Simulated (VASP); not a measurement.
Crystal: HfC5.

```
Hf C
1.0
     3.35345    0.00000    0.00000
     0.00000    3.35345    0.00000
     0.00000    0.00000    6.82134
Hf C
1 5
Direct
  0.50000 0.50000 0.00000
  0.30099 0.00000 0.50000
  0.69901 0.00000 0.50000
  0.00000 0.69901 0.50000
  0.00000 0.30099 0.50000
  0.00000 0.00000 0.00000
```

The cell was built from a structure type or drawn by symmetry, and may not be a known phase.

- Program: VASP 6.6.1
- Task: relaxation of cell and atoms
- Functional: PBE
- Potentials or basis: VASP PAW PBE potentials, release 64 (Hf_pv, C)
- Cutoff: 600 eV
- k mesh: 6 × 6 × 4
- Occupations: gaussian, width 0.1 eV
- Spin: no spin polarisation

At the start: pressure -0.0 GPa; volume 12.79 Å³/atom.

Task: How do energy, volume and symmetry change on relaxing?

Result: Over 15 steps the energy falls by 2.6 meV/atom and the volume is 13.39 Å³/atom (+4.7 %); space group P4/mmm (No. 123, to 0.1 Å) before and after.

Step by step:
| step | energy change (eV) | largest force (eV/Å) | pressure (GPa) | volume (Å³) |
| --- | --- | --- | --- | --- |
| 1 | 0.0000 | 0.6298 | -0.02 | 76.71 |
| 2 | 0.2457 | 4.6614 | 2.68 | 76.69 |
| 3 | -0.0049 | 0.0124 | 0.16 | 76.71 |
| 4 | -0.0049 | 0.0251 | 0.17 | 76.71 |
| 5 | -0.0065 | 0.0117 | 0.67 | 76.83 |
| 6 | -0.0072 | 0.0045 | 1.29 | 76.97 |
| 7 | -0.0078 | 0.0067 | 1.23 | 77.07 |
| 8 | -0.0093 | 0.0157 | 1.09 | 77.36 |
| 9 | -0.0117 | 0.0309 | 0.81 | 77.94 |
| 10 | -0.0148 | 0.0518 | 0.28 | 79.10 |
| 11 | -0.0150 | 0.0660 | -0.70 | 81.43 |
| 12 | -0.0157 | 0.0619 | -0.30 | 80.41 |
| 13 | -0.0157 | 0.0619 | -0.21 | 80.25 |
| 14 | -0.0157 | 0.1436 | 0.00 | 80.40 |
| 15 | -0.0159 | 0.0310 | -0.14 | 80.32 |

Final structure:
```xyz
6
Lattice="3.3528 0.0000 0.0000 0.0000 3.3528 0.0000 0.0000 0.0000 7.1447" Properties=species:S:1:pos:R:3 pbc="T T T"
Hf    1.6764    1.6764    0.0000
C     1.0056    0.0000    3.5723
C     2.3472    0.0000    3.5723
C     0.0000    2.3472    3.5723
C     0.0000    1.0056    3.5723
C     0.0000    0.0000    0.0000
```
